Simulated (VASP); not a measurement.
Wanted: the native input for a VASP 6.6.1 run.

| Property | Result |
| --- | --- |
| Task | single point |
| Functional | r2SCAN |
| Potentials or basis | VASP PAW PBE potentials, release 64 (Al, N) |
| Cutoff | 520 eV |
| k mesh | 6 × 6 × 6 |
| Occupations | gaussian, width 0.05 eV |
| Spin | no spin polarisation |
| Dipole correction | no |
| Further INCAR settings | ALGO = Normal; EDIFF = 1e-07; NBANDS = 26 |

AlN:

```
CELL_PARAMETERS angstrom
4.36980 0.00000 0.00000
0.00000 -4.36980 0.00000
0.00000 0.00000 -4.36980
ATOMIC_POSITIONS crystal
Al 0.00000 0.00000 0.00000
Al 0.50000 0.50000 0.00000
Al 0.50000 0.00000 0.50000
Al 0.00000 0.50000 0.50000
N 0.73382 0.73382 0.75000
N 0.25000 0.25000 0.75000
N 0.25000 0.75000 0.25000
N 0.75000 0.25000 0.25000
```

This cell differs from its parent crystal: atom 5 (N) moved +0.100 Å towards its neighbour atom 6 (N) at 3.090 Å.

These files were run (other wordings do the same):

POSCAR

```
AlN
1.0
    4.3698012565      0.0000000000      0.0000000000
    0.0000000000     -4.3698012565      0.0000000000
    0.0000000000      0.0000000000     -4.3698012565
Al N
4 4
Direct
    0.0000000000      0.0000000000      0.0000000000
    0.5000000000      0.5000000000      0.0000000000
    0.5000000000      0.0000000000      0.5000000000
    0.0000000000      0.5000000000      0.5000000000
    0.7338183309      0.7338183309      0.7500000000
    0.2500000000      0.2500000000      0.7500000000
    0.2500000000      0.7500000000      0.2500000000
    0.7500000000      0.2500000000      0.2500000000
```

INCAR.step1

```
SYSTEM = AlN
PREC     = Accurate       ! precision mode
ENCUT    = 520            ! plane-wave cutoff, eV
ISMEAR   = 0              ! smearing method
SIGMA    = 0.05           ! smearing width, eV
LREAL    = .False.        ! projectors in reciprocal space
LASPH    = .True.         ! aspherical terms in the spheres
NELM     = 80             ! most SCF steps
NBANDS   = 26             ! bands
GGA      = PE             ! functional
ALGO     = Normal         ! electronic algorithm
EDIFF    = 1E-4           ! SCF threshold, eV
LWAVE    = .True.         ! write WAVECAR
LCHARG   = .False.        ! write CHGCAR
```

INCAR.step2

```
SYSTEM = AlN
PREC     = Accurate       ! precision mode
ENCUT    = 520            ! plane-wave cutoff, eV
EDIFF    = 1E-7           ! SCF threshold, eV
ISMEAR   = 0              ! smearing method
SIGMA    = 0.05           ! smearing width, eV
LREAL    = .False.        ! projectors in reciprocal space
LASPH    = .True.         ! aspherical terms in the spheres
NELM     = 80             ! most SCF steps
ALGO     = Normal         ! electronic algorithm
ISIF     = 2              ! what is computed and relaxed
LWAVE    = .False.        ! write WAVECAR
LCHARG   = .False.        ! write CHGCAR
METAGGA  = R2SCAN         ! meta-GGA
LMIXTAU  = .True.       
NBANDS   = 26             ! bands
ISTART   = 1
```

KPOINTS

```
Automatic mesh
0
Gamma
  6 6 6
  0 0 0
```

Potentials or basis: VASP PAW PBE potentials, release 64 (Al, N).

Launch:

```bash
$ cat potpaw_PBE.64/Al/POTCAR potpaw_PBE.64/N/POTCAR > POTCAR
$ cp INCAR.step1 INCAR
$ mpirun -np 1 vasp_std > vasp.out
$ cp INCAR.step2 INCAR
$ mpirun -np 1 vasp_std > vasp.out
```

It gave:

```yaml
Pressure: 0.0 GPa
Largest_force: 2.119 eV/Å
Band_gap_on_the_k_mesh: 3.86 eV
```

Caveat: the cell differs from its parent crystal (atom 5 (N) moved +0.100 Å towards its neighbour atom 6 (N) at 3.090 Å); the PAW data sets were made with another functional, which shifts forces and pressure a little.

Wall time 4 min on 1 thread of Intel(R) Xeon(R) Platinum 8488C (Sapphire Rapids) (shared host), peak memory 0.25 GiB.
